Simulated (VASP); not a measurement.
# La (Pm-3m) in VASP: further runs, part 2 of 2

VASP 6.6.1. The steps go on from the part before.

**4. Relaxation of cell and atoms, PBE, target pressure 0.16 GPa, at which the enthalpy is minimised**

This run uses another cell than the first one, of 40.56 Å³/atom, 1.112 times its volume.

Input file INCAR:

```
SYSTEM = La
ALGO = Normal ; EDIFF = 1E-6
EDIFFG = -0.005 ; ENCUT = 600
GGA = PE ; IBRION = 2
ISIF = 3 ; ISMEAR = -1
LASPH = .TRUE. ; LCHARG = .FALSE.
LREAL = .FALSE. ; LWAVE = .FALSE.
NELM = 100 ; NSW = 60
PREC = Accurate ; PSTRESS = 1.6
SIGMA = 0.08
```

Input file KPOINTS:

```
k-points
0
G
  11 11 11
  0 0 0
```

Input file POSCAR:

```
La
1.0
    3.4357697037      0.0000000000      0.0000000000
    0.0000000000      3.4357697037      0.0000000000
    0.0000000000      0.0000000000      3.4357697037
La
1
Direct
    0.0000000000      0.0000000000      0.0000000000
```

Potentials or basis: VASP PAW PBE potentials, release 64 (La).

Run with:

```sh
$ cat potpaw_PBE.64/La/POTCAR > POTCAR
$ mpirun -np 1 vasp_std > vasp.out
```

OUTCAR:

```text
SYSTEM = La
   EDIFF = 1E-6
   EDIFFG = -0.005
   ENCUT = 600
   GGA = PE
   IBRION = 2
   ISIF = 3
   ISMEAR = -1
   LASPH = .TRUE.
   LREAL = .FALSE.
   NELM = 100
   NSW = 60
   PREC = Accurate
   PSTRESS = 1.6

 ion  position               nearest neighbor table
   1  0.000  0.000  0.000-

  LATTYP: Found a simple cubic cell.
 ALAT       =     3.4357697037

  Lattice vectors:

 A1 = (   3.4357697037,   0.0000000000,   0.0000000000)
 A2 = (   0.0000000000,   3.4357697037,   0.0000000000)
 A3 = (   0.0000000000,   0.0000000000,   3.4357697037)

Analysis of symmetry for initial positions (statically):
=====================================================================
 Subroutine PRICEL returns:
 Original cell was already a primitive cell.

 Routine SETGRP: Setting up the symmetry group for a
 simple cubic supercell.

 Subroutine GETGRP returns: Found 48 space group operations
 (whereof 48 operations were pure point group operations)
 out of a pool of 48 trial point group operations.

The static configuration has the point symmetry O_h .

Analysis of symmetry for dynamics (positions and initial velocities):
=====================================================================
 Subroutine PRICEL returns:
 Original cell was already a primitive cell.

 Routine SETGRP: Setting up the symmetry group for a
 simple cubic supercell.

 Subroutine GETGRP returns: Found 48 space group operations
 (whereof 48 operations were pure point group operations)
 out of a pool of 48 trial point group operations.

The dynamic configuration has the point symmetry O_h .

 Subroutine INISYM returns: Found 48 space group operations
 (whereof 48 operations are pure point group operations),
 and found     1 'primitive' translations

----------------------------------------------------------------------------------------

                                     Primitive cell

  volume of cell :      40.5576

  direct lattice vectors                    reciprocal lattice vectors
     3.435769704  0.000000000  0.000000000     0.291055596  0.000000000  0.000000000
     0.000000000  3.435769704  0.000000000     0.000000000  0.291055596  0.000000000
     0.000000000  0.000000000  3.435769704     0.000000000  0.000000000  0.291055596

  length of vectors
     3.435769704  3.435769704  3.435769704     0.291055596  0.291055596  0.291055596

  position of ions in fractional coordinates (direct lattice)
     0.000000000  0.000000000  0.000000000

  ion indices of the primitive-cell ions
   primitive index   ion index
                 1           1

----------------------------------------------------------------------------------------

 KPOINTS: k-points

Automatic generation of k-mesh.
 Grid dimensions read from file:
 generate k-points for:   11   11   11

 Generating k-lattice:

  Cartesian coordinates                     Fractional coordinates (reciprocal lattice)
     0.026459600  0.000000000  0.000000000     0.090909091  0.000000000  0.000000000
     0.000000000  0.026459600  0.000000000     0.000000000  0.090909091  0.000000000
     0.000000000  0.000000000  0.026459600     0.000000000  0.000000000  0.090909091

  Length of vectors
[... 46 lines left out ...]
   PREC   = accura    normal or accurate (medium, high low for compatibility)
   ISTART =      0    job   : 0-new  1-cont  2-samecut
   ICHARG =      2    charge: 1-file 2-atom 10-const
   ISPIN  =      1    spin polarized calculation?
   LNONCOLLINEAR =      F non collinear calculations
   LSORBIT =      F    spin-orbit coupling
   LASPH  =      T    aspherical Exc in radial PAW
   ENCUT  =  600.0 eV  44.10 Ry    6.64 a.u.   6.86  6.86  6.86*2*pi/ulx,y,z
   NELM   =    100;   NELMIN=  2; NELMDL= -5     # of ELM steps
   EDIFF  = 0.1E-05   stopping-criterion for ELM
   LREAL  =      F    real-space projection
   EDIFFG = -.5E-02   stopping-criterion for IOM
   NSW    =     60    number of steps for IOM
   IBRION =      2    ionic relax: 0-MD 1-quasi-New 2-CG
   NFREE  =      1    steps in history (QN), initial steepest desc. (CG)
   ISIF   =      3    stress and relaxation
   ISYM   =      2    0-nonsym 1-usesym 2-fastsym
   POTIM  = 0.5000    time-step for ionic-motion
   TEBEG  =    0.0;   TEEND  =   0.0 temperature during run
   PSTRESS=    1.6 pullay stress
   NELECT =      11.0000    total number of electrons
   NUPDOWN=      -1.0000    fix difference up-down
   EMIN   =  10.00;   EMAX   =-10.00  energy-range for DOS
   EFERMI =   0.00;   METHOD = LEGACY
   ISMEAR =    -1;   SIGMA  =   0.08  broadening in eV -4-tet -1-fermi 0-gaus
   EFERMI_NEDOS =   21; number of points for ismear=-14 and -15
   IALGO  =     38    algorithm
   IMIX   =      4    mixing-type and parameters
     AMIX     =   0.40;   BMIX     =  1.00
     AMIX_MAG =   1.60;   BMIX_MAG =  1.00
  volume/ion in A,a.u.               =      40.56       273.70
  Fermi-wavevector in a.u.,A,eV,Ry     =   1.059697  2.002537 15.278766  1.122958
  Thomas-Fermi vector in A             =   2.195052
   LORBIT       =      0    0 simple, 1 ext, 2 COOP (PROOUT), +10 PAW based schemes
   GGA     = PE    functional components
   LHFCALC =     F    Hartree Fock is set to
   AEXX    =    0.0000 exact exchange contribution
   IVDW    =     0    specifies the selected vdW correction
   LEPSILON=     F    determine dielectric tensor
   LRPA    =     F    only Hartree local field effects (RPA)
 conjugate gradient relaxation of ions
 non-spin polarized calculation
  energy-cutoff  :      600.00
  volume of cell :       40.56
 maximum number of plane-waves:      1369
 NGX is ok and might be reduce to    28
   NGX = 13   NGY = 13   NGZ = 13

--------------------------------------- Ionic step        1  -------------------------------------------

 number of electron      11.0000002 magnetization

 Free energy of the ion-electron system (eV)
  ---------------------------------------------------
  ext. energy  EPLUGINS =         0.00000000
  ---------------------------------------------------
  free energy    TOTEN  =        -4.37500603 eV

  energy without entropy =       -4.31969731  energy(sigma->0) =       -4.34735167

------------------------ aborting loop because EDIFF is reached ----------------------------------------

  FORCE on cell =-STRESS in cart. coord.  units (eV):
  Direction    XX          YY          ZZ          XY          YZ          ZX
  --------------------------------------------------------------------------------------
  -------------------------------------------------------------------------------------
  Total       -0.4752541     -0.4752541     -0.4752541     -0.0000000      0.0000000      0.0000000
  in kB      -18.7743255    -18.7743255    -18.7743255     -0.0000000      0.0000000      0.0000000
  external PRESSURE =     -20.3743255 kB  Pullay stress =       1.6000000 kB
[... 94 lines left out ...]
  energy  without entropy=       -4.3504909744  energy(sigma->0) =       -4.37471162

  enthalpy is  TOTEN    =        -4.3625038400 eV   P V=        0.0364284266

[... ionic steps 4 to 14 ...]

--------------------------------------- Ionic step       15  -------------------------------------------

 number of electron      10.9999998 magnetization

------------------------ aborting loop because EDIFF is reached ----------------------------------------
[... 69 lines left out ...]
--------------------------------------- Ionic step       17  -------------------------------------------

 number of electron      10.9999998 magnetization

 Free energy of the ion-electron system (eV)
  ---------------------------------------------------
  ext. energy  EPLUGINS =         0.00000000
  ---------------------------------------------------
  free energy    TOTEN  =        -4.39899393 eV

  energy without entropy =       -4.35043295  energy(sigma->0) =       -4.37471344

 E-fermi :   7.8707     XC(G=0):  -9.5708

 val. band max:        7.8649186670   @ k =   0.4545   0.2727   0.0000
 cond. band min:       7.8828690251   @ k =   0.1818   0.0909   0.0000
 fundamental gap:      0.0179503581
 Fermi energy:         7.8706638453

 k-point     1 :       0.0000    0.0000    0.0000
  band No.  band energies     occupation
      1     -25.2226      2.00000
      2      -7.9279      2.00000
      3      -7.9279      2.00000
      4      -7.9279      2.00000
      5       5.0367      2.00000
      6       6.7533      2.00000
      7       6.7533      2.00000
      8       9.7787      0.00000
      9       9.7787      0.00000
[... 265 lines left out ...]
 k-point    24 :       0.2727    0.0909    0.0909
  band No.  band energies     occupation
      1     -25.0506      2.00000
      2      -9.0682      2.00000
      3      -7.9818      2.00000
      4      -7.9649      2.00000
      5       6.5823      2.00000
      6       7.5444      1.96667
      7       8.8565      0.00001
      8       9.4468      0.00000
      9       9.4556      0.00000

 [... further k-points ...]
[... 5 lines left out ...]
  --------------------------------------------------------------------------------------
  -------------------------------------------------------------------------------------
  Total        0.0336635      0.0336635      0.0336635      0.0000000     -0.0000000      0.0000000
  in kB        1.4761157      1.4761157      1.4761157      0.0000000     -0.0000000      0.0000000
  external PRESSURE =      -0.1238843 kB  Pullay stress =       1.6000000 kB
[... 20 lines left out ...]
  energy  without entropy=       -4.3504329503  energy(sigma->0) =       -4.37471344

  enthalpy is  TOTEN    =        -4.3625051472 eV   P V=        0.0364887824

 reached required accuracy - stopping structural energy minimisation
```

Wall time 82 s (1 thread of AMD EPYC 9R45 (Zen 5), shared host); peak memory 0.16 GiB.

What came out:

```yaml
Free_energy: -4.3990 eV
Relaxed_volume: 36.54 Å³/atom
Relaxed_cell: a = 3.318 Å, b = 3.318 Å, c = 3.318 Å, α = 90.00°, β = 90.00°, γ = 90.00°
Space_group_after_relaxing_to_0.05_Å: Pm-3m (No. 221)
Energy_change_on_relaxing_the_enthalpy_is_what_falls: -24.0 meV/atom
Ionic_steps: 17
Pressure_after_relaxing: 0.1 GPa
```

The path:
| step | energy change (eV) | largest force (eV/Å) | pressure (GPa) | volume (Å³) |
| --- | --- | --- | --- | --- |
| 1 | 0.0000 | 0.0000 | -1.88 | 40.56 |
| 2 | -0.0228 | 0.0000 | -0.52 | 37.60 |
| 3 | -0.0239 | 0.0000 | 0.19 | 36.48 |
| 4 | -0.0240 | 0.0000 | 0.13 | 36.56 |
| 5 | -0.0240 | 0.0000 | 0.13 | 36.56 |
| 6 | -0.0240 | 0.0000 | 0.12 | 36.56 |
| 7 | -0.0240 | 0.0000 | 0.13 | 36.56 |
| 8 | -0.0240 | 0.0000 | 0.14 | 36.55 |
| 9 | -0.0240 | 0.0000 | 0.14 | 36.55 |
| 10 | -0.0240 | 0.0000 | 0.13 | 36.55 |
| 11 | -0.0240 | 0.0000 | 0.13 | 36.55 |
| 12 | -0.0240 | 0.0000 | 0.13 | 36.55 |
| 13 | -0.0240 | 0.0000 | 0.13 | 36.55 |
| 14 | -0.0240 | 0.0000 | 0.13 | 36.55 |
| 15 | -0.0240 | 0.0000 | 0.12 | 36.55 |
| 16 | -0.0240 | 0.0000 | 0.11 | 36.55 |
| 17 | -0.0240 | 0.0000 | 0.15 | 36.54 |

Final structure:
```
La
1.0
     3.31831    0.00000    0.00000
     0.00000    3.31831    0.00000
     0.00000    0.00000    3.31831
La
1
Direct
  0.00000 0.00000 0.00000
```

Caveat: the cell is relaxed towards a set pressure, so the enthalpy falls and the energy may rise; spin-orbit coupling is left out, which moves the levels of the heavy elements.

**5. The runs side by side**

```csv
task,cell,cutoff (eV),gap on the mesh (eV),pressure (GPa)
single point,"a = 3.317 Å, 1 atom",520,none,0.2
relaxation of cell and atoms,"relaxed to 0.16 GPa from a = 3.317 Å, 1 atom",600,none,0.2
relaxation of cell and atoms,"relaxed to 0.16 GPa from a = 3.436 Å, 1 atom",600,none,0.1
```

Alike in all rows: level PBE; potentials or basis VASP PAW PBE potentials, release 64 (La); no spin polarisation; k mesh 11 × 11 × 11; smearing fermi-dirac 0.08 eV.

Caveats: spin-orbit coupling is left out, which moves the levels of the heavy elements; the cell is relaxed towards a set pressure, so the enthalpy falls and the energy may rise (some runs); the relaxation stopped at its first step, so nothing moved (some runs).

Absolute energies hang on the potentials; compare differences alone.
